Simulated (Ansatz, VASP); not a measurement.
WS2: VASP beside Ansatz

```
CELL_PARAMETERS angstrom
5.15445 0.00000 0.00000
0.00000 5.15445 0.00000
0.00000 0.00000 5.81360
ATOMIC_POSITIONS crystal
W 0.50000 0.50000 0.16450
W 0.50000 0.50000 0.69120
S 0.16620 0.16620 0.75772
S 0.83380 0.83380 0.75772
S 0.83380 0.16620 0.75772
S 0.16620 0.83380 0.75772
```

Alike in both runs: task single point; functional PBE; k mesh 4 × 4 × 4; occupations gaussian, width 0.1 eV; collinear spin.

|  | VASP | Ansatz |
| --- | --- | --- |
| version | VASP 6.6.1 | Ansatz 0.2.0 |
| potentials or method | VASP PAW PBE potentials, release 64 (W_sv, S), cutoff 520 eV | scalar-relativistic, plane waves, PAW |
| valence electrons in the cell | 52 | 52 |

```tsv
	VASP	Ansatz	Ansatz less VASP
gap on the k mesh at the Fermi level (eV)	none	none	-
pressure (GPa)	26.5	27.8	+1.27
traceless stress, the component that is largest in VASP (GPa)	-37.28	-38.58	-1.306
rms of the force components (eV/Å)	9.595	10.001	+0.4060
net moment per atom (μB)	0.55	0.56	+0.004
size of the moment on the site where the two differ most (μB)	2.78	2.53	-0.253
```

Site moments also hang on the region over which each program counts them. Atom by atom the forces differ by 0.406 eV/Å (rms over components). A gap of «none» marks a metal or a gap that the smearing closes. The functional is the same, so the differences come from potentials, cutoffs and numerics. Ansatz's warnings: no starting moments.

Neither program's run includes spin-orbit coupling.
